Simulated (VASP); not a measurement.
# ZrB2 (P6/mmm) in VASP: a series of runs, part 2 of 2

VASP 6.6.1. The steps go on from the part before.

## 5. Single point, r2SCAN

This run uses another cell than the first one, of 10.90 Å³/atom, 1.060 times its volume.

POSCAR

```
ZrB2
1.0
    3.2293276919     -0.0000000029      0.0000000000
   -1.6146638435      2.7966798198      0.0000000000
    0.0000000000      0.0000000000      3.6222579500
Zr B
1 2
Direct
    0.0000000000      0.0000000000      0.0000000000
    0.3333333333      0.6666666667      0.5000000000
    0.6666666667      0.3333333333      0.5000000000
```

INCAR.step1

```
SYSTEM = ZrB2
ALGO = Normal
EDIFF = 1E-4
ENCUT = 520
GGA = PE
ISMEAR = -1
LASPH = .TRUE.
LCHARG = .FALSE.
LREAL = .FALSE.
LWAVE = .TRUE.
NBANDS = 16
NELM = 100
PREC = Accurate
SIGMA = 0.1
```

INCAR.step2

```
SYSTEM = ZrB2
ALGO = Normal
EDIFF = 1E-7
ENCUT = 520
ISIF = 2
ISMEAR = -1
ISTART = 1
LASPH = .TRUE.
LCHARG = .FALSE.
LMIXTAU = .TRUE.
LREAL = .FALSE.
LWAVE = .FALSE.
METAGGA = R2SCAN
NBANDS = 16
NELM = 100
PREC = Accurate
SIGMA = 0.1
```

KPOINTS

```
k-points
0
G
  12 12 10
  0 0 0
```

Potentials or basis: VASP PAW PBE potentials, release 64 (Zr_sv, B).

The run is started by

```sh
$ cat potpaw_PBE.64/Zr_sv/POTCAR potpaw_PBE.64/B/POTCAR > POTCAR
$ cp INCAR.step1 INCAR
$ mpirun -np 1 vasp_std > vasp.out
$ cp INCAR.step2 INCAR
$ mpirun -np 1 vasp_std > vasp.out
```

OUTCAR:

```text
SYSTEM = ZrB2
   EDIFF = 1E-7
   ENCUT = 520
   ISIF = 2
   ISMEAR = -1
   ISTART = 1
   LASPH = .TRUE.
   LREAL = .FALSE.
   METAGGA = R2SCAN
   NELM = 100
   PREC = Accurate

 ion  position               nearest neighbor table
   1  0.000  0.000  0.000-   2 2.60   3 2.60   2 2.60   3 2.60   3 2.60   3 2.60   2 2.60   2 2.60
                             3 2.60   3 2.60   2 2.60   2 2.60
   2  0.333  0.667  0.500-   3 1.86   3 1.86   3 1.86   1 2.60   1 2.60   1 2.60   1 2.60   1 2.60
                             1 2.60
   3  0.667  0.333  0.500-   2 1.86   2 1.86   2 1.86   1 2.60   1 2.60   1 2.60   1 2.60   1 2.60
                             1 2.60

  LATTYP: Found a hexagonal cell.
 ALAT       =     3.2293276919
 C/A-ratio  =     1.1216755609

  Lattice vectors:

 A1 = (   3.2293276919,  -0.0000000029,   0.0000000000)
 A2 = (  -1.6146638435,   2.7966798198,   0.0000000000)
 A3 = (   0.0000000000,   0.0000000000,   3.6222579500)

Analysis of symmetry for initial positions (statically):
=====================================================================
 Subroutine PRICEL returns:
 Original cell was already a primitive cell.

 Routine SETGRP: Setting up the symmetry group for a
 hexagonal supercell.

[... 163 lines left out ...]
  free energy    TOTEN  =       -40.56793358 eV

  energy without entropy =      -40.55887763  energy(sigma->0) =      -40.56340560

 E-fermi :  10.0377     XC(G=0): -13.0495

 val. band max:        9.9571841968   @ k =   0.1667   0.1667   0.2000
 cond. band min:      10.0911586820   @ k =   0.0833   0.0000   0.3000
 fundamental gap:      0.1339744851
 Fermi energy:        10.0377041302

 k-point     1 :       0.0000    0.0000    0.0000
  band No.  band energies     occupation
      1     -40.6606      2.00000
      2     -18.1219      2.00000
      3     -17.6237      2.00000
      4     -17.6237      2.00000
      5      -3.3640      2.00000
      6       7.2965      2.00000
[... 433 lines left out ...]
      3     -18.0339      2.00000
      4     -17.7591      2.00000
      5      -1.2959      2.00000
      6       3.2039      2.00000
[... 8 lines left out ...]
     15      17.5234      0.00000
     16      20.1717      0.00000

 [... further k-points ...]
[... 5 lines left out ...]
  --------------------------------------------------------------------------------------
  -------------------------------------------------------------------------------------
  Total       -2.6650115     -2.6650115     -2.4084459      0.0000000     -0.0000000      0.0000000
  in kB     -130.5195067   -130.5195067   -117.9541513      0.0000000     -0.0000000      0.0000000
  external PRESSURE =    -126.3310549 kB  Pullay stress =       0.0000000 kB

 VOLUME and BASIS-vectors are now :
 -----------------------------------------------------------------------------
  energy-cutoff  :      520.00
  volume of cell :       32.71
      direct lattice vectors                 reciprocal lattice vectors
     3.229327692 -0.000000003  0.000000000     0.309661978  0.178783426  0.000000000
    -1.614663844  2.796679820  0.000000000     0.000000000  0.357566852  0.000000000
     0.000000000  0.000000000  3.622257950     0.000000000  0.000000000  0.276070897

 POSITION                                       TOTAL-FORCE (eV/Angst)
 -----------------------------------------------------------------------------------
      0.00000      0.00000      0.00000         0.000000     -0.000000      0.000000
      0.00000      1.86445      1.81113        -0.000000      0.000000      0.000000
      1.61466      0.93223      1.81113         0.000000     -0.000000      0.000000
 -----------------------------------------------------------------------------------
    total drift:                               -0.000000      0.000000      0.000000

  FREE ENERGIE OF THE ION-ELECTRON SYSTEM (eV)
  ---------------------------------------------------
  free  energy   TOTEN  =       -40.5679335766 eV

  energy  without entropy=      -40.5588776328  energy(sigma->0) =      -40.56340560
```

Wall time 2 min (1 thread of AMD EPYC 9R45 (Zen 5), shared host); peak memory 0.16 GiB.

Results:

* Free energy: -40.5679 eV
* Pressure: -12.6 GPa
* Band gap on the k mesh: zero (band 9 reaches 10.52 eV, above the bottom of band 10 at 9.40 eV)

Levels at points of the mesh, in eV from the Fermi level:
```tsv
k point	band 5	band 6	band 7	band 8	band 9	band 10	band 11	band 12	band 13	band 14
(0.00, 0.00, 0.00)	-13.40	-2.74	-2.68	-2.68	-2.63	3.27	3.27	4.00	4.00	4.53
(0.50, 0.00, 0.00)	-9.33	-9.25	-4.02	-3.27	-2.67	2.09	2.20	4.72	4.74	6.24
(0.00, 0.00, 0.50)	-11.58	-7.31	-1.07	-1.07	0.33	0.33	0.73	0.73	1.67	5.11
(0.50, 0.00, 0.50)	-10.43	-7.55	-4.71	-4.24	-2.46	3.52	3.85	5.04	5.80	6.19
```

Caveat: the PAW data sets were made with another functional, which shifts forces and pressure a little.

## 6. Summary

```tsv
cell	gap on the mesh (eV)	pressure (GPa)
a = 3.167, b = 3.167, c = 3.553 Å, angles 90.0, 90.0, 120.0°, 3 atoms	none	0.0
a = 3.188, b = 3.188, c = 3.576 Å, angles 90.0, 90.0, 120.0°, 3 atoms	none	-4.6
a = 3.209, b = 3.209, c = 3.599 Å, angles 90.0, 90.0, 120.0°, 3 atoms	none	-8.8
a = 3.229, b = 3.229, c = 3.622 Å, angles 90.0, 90.0, 120.0°, 3 atoms	none	-12.6
```

Alike in all rows: task single point; level r2SCAN; potentials or basis VASP PAW PBE potentials, release 64 (Zr_sv, B); no spin polarisation; k mesh 12 × 12 × 10; cutoff (eV) 520; smearing fermi-dirac 0.1 eV.

Caveats: the PAW data sets were made with another functional, which shifts forces and pressure a little.

Total energies depend on the potentials used, so only differences within one code and one set of settings carry meaning.
